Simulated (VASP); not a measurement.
# B5P3 (I4/mmm) in VASP: a series of runs, part 2 of 2

VASP 6.6.1. The steps go on from the part before.

### 5 Relaxation of cell and atoms, PBE

Input file INCAR:

```
  PREC = Accurate
  ENCUT = 600
  EDIFF = 1E-6
  ISMEAR = 0
  SIGMA = 0.1
  LREAL = F
  LASPH = T
  NELM = 80
  ALGO = Normal
  ISIF = 3
  LWAVE = F
  LCHARG = F
  GGA = PE
  IBRION = 2
  NSW = 100
  EDIFFG = -0.01
```

Input file KPOINTS:

```
Automatic mesh
0
Gamma
  10 10 10
```

Input file POSCAR:

```
B5P3
1.0
   -2.5254031183      2.5254031183      2.8370758626
    2.5254031183     -2.5254031183      2.8370758626
    2.5254031183      2.5254031183     -2.8370758626
B P
5 3
Direct
    0.5000000000      0.5000000000      0.5000000000
    0.0000000000      0.0000000000      0.5000000000
    0.5000000000      0.0000000000      0.0000000000
    0.0000000000      0.5000000000      0.0000000000
    0.0000000000      0.0000000000      0.0000000000
    0.5000000000      0.0000000000      0.5000000000
    0.0000000000      0.5000000000      0.5000000000
    0.5000000000      0.5000000000      0.0000000000
```

Potentials or basis: VASP PAW PBE potentials, release 64 (B, P).

On the command line:

```bash
> cat potpaw_PBE.64/B/POTCAR potpaw_PBE.64/P/POTCAR > POTCAR
> mpirun -np 1 vasp_std > vasp.out
```

OUTCAR:

```text
PREC = Accurate
   ENCUT = 600
   EDIFF = 1E-6
   ISMEAR = 0
   LREAL = F
   LASPH = T
   NELM = 80
   ISIF = 3
   GGA = PE
   IBRION = 2
   NSW = 100
   EDIFFG = -0.01

 ion  position               nearest neighbor table
   1  0.500  0.500  0.500-   6 2.28   7 2.28   8 2.28   8 2.28   6 2.28   7 2.28
   2  0.000  0.000  0.500-   6 2.28   7 2.28   8 2.28   7 2.28   6 2.28   8 2.28
   3  0.500  0.000  0.000-   6 2.28   7 2.28   8 2.28   6 2.28   8 2.28   7 2.28
   4  0.000  0.500  0.000-   6 2.28   7 2.28   8 2.28   7 2.28   8 2.28   6 2.28
   5  0.000  0.000  0.000-   6 2.53   7 2.53   7 2.53   6 2.53
   6  0.500  0.000  0.500-   1 2.28   2 2.28   3 2.28   4 2.28   3 2.28   1 2.28   2 2.28   4 2.28
                             8 2.53   5 2.53   5 2.53   8 2.53   7 2.84   7 2.84
   7  0.000  0.500  0.500-   1 2.28   2 2.28   3 2.28   4 2.28   4 2.28   2 2.28   1 2.28   3 2.28
                             5 2.53   5 2.53   8 2.53   8 2.53   6 2.84   6 2.84
   8  0.500  0.500  0.000-   1 2.28   2 2.28   3 2.28   4 2.28   1 2.28   3 2.28   4 2.28   2 2.28
[... 379 lines left out ...]
 val. band max:       10.2025791794   @ k =  -0.1000   0.1000   0.0000
 cond. band min:      10.2173788238   @ k =  -0.4000   0.2000   0.1000
 fundamental gap:      0.0147996444
 Fermi energy:        10.2072855369

 k-point     1 :       0.0000    0.0000    0.0000
  band No.  band energies     occupation
      1      -7.5234      2.00000
      2       0.2599      2.00000
      3       1.0569      2.00000
      4       1.0569      2.00000
      5       1.2023      2.00000
      6       1.3344      2.00000
[... 541 lines left out ...]
     19      12.7649      0.00000
     20      13.0798      0.00000

 [... further k-points ...]

------------------------ aborting loop because EDIFF is reached ----------------------------------------

  FORCE on cell =-STRESS in cart. coord.  units (eV):
  Direction    XX          YY          ZZ          XY          YZ          ZX
  --------------------------------------------------------------------------------------
  -------------------------------------------------------------------------------------
  Total        0.0215957      0.0215957     -0.0075140      0.0000000      0.0000000      0.0000000
  in kB        0.4786440      0.4786440     -0.1665387      0.0000000      0.0000000      0.0000000
  external PRESSURE =       0.2635831 kB  Pullay stress =       0.0000000 kB
[... 23 lines left out ...]
  FREE ENERGIE OF THE ION-ELECTRON SYSTEM (eV)
  ---------------------------------------------------
  free  energy   TOTEN  =       -36.9367770297 eV

  energy  without entropy=      -36.9248112299  energy(sigma->0) =      -36.93079413

 reached required accuracy - stopping structural energy minimisation
```

CONTCAR:

```text
B5P3
   1.00000000000000
    -2.5167925590590636    2.5167925590590636    2.8530538667464662
     2.5167925590590636   -2.5167925590590636    2.8530538667464662
     2.5167925590590636    2.5167925590590636   -2.8530538667464662
  B               P
     5     3
Direct
     0.5000000000000000    0.5000000000000000    0.5000000000000000
     0.0000000000000000    1.0000000000000000    0.5000000000000000
     0.5000000000000000    0.0000000000000000    0.0000000000000000
     0.0000000000000000    0.5000000000000000    0.0000000000000000
     0.0000000000000000    0.0000000000000000    0.0000000000000000
     0.5000000000000000    0.0000000000000000    0.5000000000000000
     0.0000000000000000    0.5000000000000000    0.5000000000000000
     0.5000000000000000    0.5000000000000000    0.0000000000000000

  0.00000000E+00  0.00000000E+00  0.00000000E+00
  0.00000000E+00  0.00000000E+00  0.00000000E+00
  0.00000000E+00  0.00000000E+00  0.00000000E+00
  0.00000000E+00  0.00000000E+00  0.00000000E+00
  0.00000000E+00  0.00000000E+00  0.00000000E+00
  0.00000000E+00  0.00000000E+00  0.00000000E+00
  0.00000000E+00  0.00000000E+00  0.00000000E+00
  0.00000000E+00  0.00000000E+00  0.00000000E+00
```

Wall time 3.3 min (1 thread of AMD EPYC 9R45 (Zen 5), shared host); peak memory 0.27 GiB.

Results:

```yaml
Free_energy: -36.9368 eV
Relaxed_volume: 9.04 Å³/atom
Relaxed_cell: a = 4.562 Å, b = 4.562 Å, c = 4.562 Å, α = 113.03°, β = 113.03°, γ = 102.57°
Space_group_after_relaxing_to_0.1_Å: I4/mmm (No. 139)
Energy_gained_by_relaxing: 0.4 meV/atom
Ionic_steps: 5
Pressure_after_relaxing: 0.0 GPa
Band_gap_on_the_k_mesh: zero (bands 15 and 16 overlap by 3.07 eV)
```

Step by step:
| step | energy change (eV) | largest force (eV/Å) | pressure (GPa) | volume (Å³) |
| --- | --- | --- | --- | --- |
| 1 | 0.0000 | 0.0000 | 0.03 | 72.38 |
| 2 | -0.0033 | 0.0000 | -0.13 | 72.39 |
| 3 | -0.0035 | 0.0000 | -0.18 | 72.40 |
| 4 | -0.0035 | 0.0000 | -0.18 | 72.40 |
| 5 | -0.0036 | 0.0000 | 0.03 | 72.29 |

Final structure:
```yaml
crystal:
  lattice:
    - [-2.51679, 2.51679, 2.85305]
    - [2.51679, -2.51679, 2.85305]
    - [2.51679, 2.51679, -2.85305]
  atoms:
    - { symbol: B, position: [0.50000, 0.50000, 0.50000] }
    - { symbol: B, position: [0.00000, 0.00000, 0.50000] }
    - { symbol: B, position: [0.50000, 0.00000, 0.00000] }
    - { symbol: B, position: [0.00000, 0.50000, 0.00000] }
    - { symbol: B, position: [0.00000, 0.00000, 0.00000] }
    - { symbol: P, position: [0.50000, 0.00000, 0.50000] }
    - { symbol: P, position: [0.00000, 0.50000, 0.50000] }
    - { symbol: P, position: [0.50000, 0.50000, 0.00000] }
```

### 6 Overview

```tsv
task	cell	k mesh	cutoff (eV)	gap on the mesh (eV)	pressure (GPa)	relaxed volume (Å³/atom)
single point	a = 4.565 Å, angles 113.0, 113.0, 102.6°, 8 atoms	10 × 10 × 10	520	none	-0.3	-
relaxation of cell and atoms	relaxed from a = 5.635 Å, angles 117.0, 117.0, 95.2°, 8 atoms	4 × 4 × 4	600	none	-0.1	8.95
relaxation of cell and atoms	relaxed from a = 4.564 Å, angles 114.3, 114.3, 100.2°, 8 atoms	6 × 6 × 6	600	none	0.5	8.99
relaxation of cell and atoms	relaxed from a = 4.561 Å, angles 112.8, 112.8, 103.1°, 8 atoms	10 × 10 × 10	600	none	0.0	9.04
```

Alike in all rows: level PBE; potentials or basis VASP PAW PBE potentials, release 64 (B, P); no spin polarisation; smearing gaussian 0.1 eV.

Caveats: the volume moved by over 15 % at a fixed basis, so the end points are rough (at least some runs).

Absolute energies hang on the potentials; compare differences alone.
